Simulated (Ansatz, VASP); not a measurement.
**KF: VASP beside Ansatz**

POSCAR

```
KF
1.0
    0.0000000000      2.6589566777      2.6589566777
    2.6589566777      0.0000000000      2.6589566777
    2.6589566777      2.6589566777      0.0000000000
K F
1 1
Direct
    0.0000000000      0.0000000000      0.0000000000
    0.5000000000      0.5000000000      0.5000000000
```

Contents of INCAR.step1:

```
ALGO = Normal
EDIFF = 1E-5
ENCUT = 520
GGA = PE
ISIF = 2
ISMEAR = 0
LASPH = True
LCHARG = False
LREAL = False
LWAVE = True
NBANDS = 15
NELM = 100
PREC = Accurate
SIGMA = 0.01
```

Contents of INCAR.step2:

```
AEXX = 0.3
ALGO = Normal
EDIFF = 1E-6
ENCUT = 520
GGA = PE
HFSCREEN = 0.1
ISIF = 2
ISMEAR = 0
ISTART = 1
LASPH = True
LCHARG = False
LHFCALC = True
LREAL = False
LWAVE = False
NBANDS = 15
NELM = 100
PREC = Accurate
PRECFOCK = Normal
SIGMA = 0.01
```

File KPOINTS:

```
k-points
0
Gamma
  4 4 4
```

Input for Ansatz:

```yaml
crystal:
  lattice:
    - [0.0, 2.6589566777, 2.6589566777]
    - [2.6589566777, 0.0, 2.6589566777]
    - [2.6589566777, 2.6589566777, 0.0]
  atoms:
    - { symbol: K, position: [0.0, 0.0, 0.0] }
    - { symbol: F, position: [0.5, 0.5, 0.5] }
kpoints:
  mp_grid: { grid: [4, 4, 4] }
hamiltonian:
  xc: { exchange: pbe, correlation: pbe, exx: { coeff: 0.3, omega: 0.1 } }
scf:
  occupations: { method: fixed }
  n_extra_bands: 4
output:
  forces: true
  stress: true
  eigenvalues: true
```

Alike in both runs: task single point; functional PBE-based screened hybrid with a share of 0.3 of exact exchange and HFSCREEN = 0.1; k mesh 4 × 4 × 4; no spin polarisation.

|  | VASP | Ansatz |
| --- | --- | --- |
| version | VASP 6.6.1 | Ansatz 0.2.0 |
| potentials or method | VASP PAW PBE potentials, release 64 (K_sv, F) | plane waves |
| plane-wave cutoff (eV) | 520 | 420 |
| occupations | gaussian, width 0.01 eV | fixed |
| valence electrons in the cell | 16 | 16 |

Ansatz gave:

* gap on the k mesh at the Fermi level (eV): 9.13
* pressure (GPa): 0.8

Question: Which values does VASP return?

Answer: gap on the k mesh at the Fermi level (eV): 9.12; pressure (GPa): 0.8.

VASP's potentials were made for PBE, not for PBE-based screened hybrid. Ansatz's warnings: stress exchange threshold loose, stress scf threshold loose.

The k mesh is coarse, so the values compare programs but aren't converged.
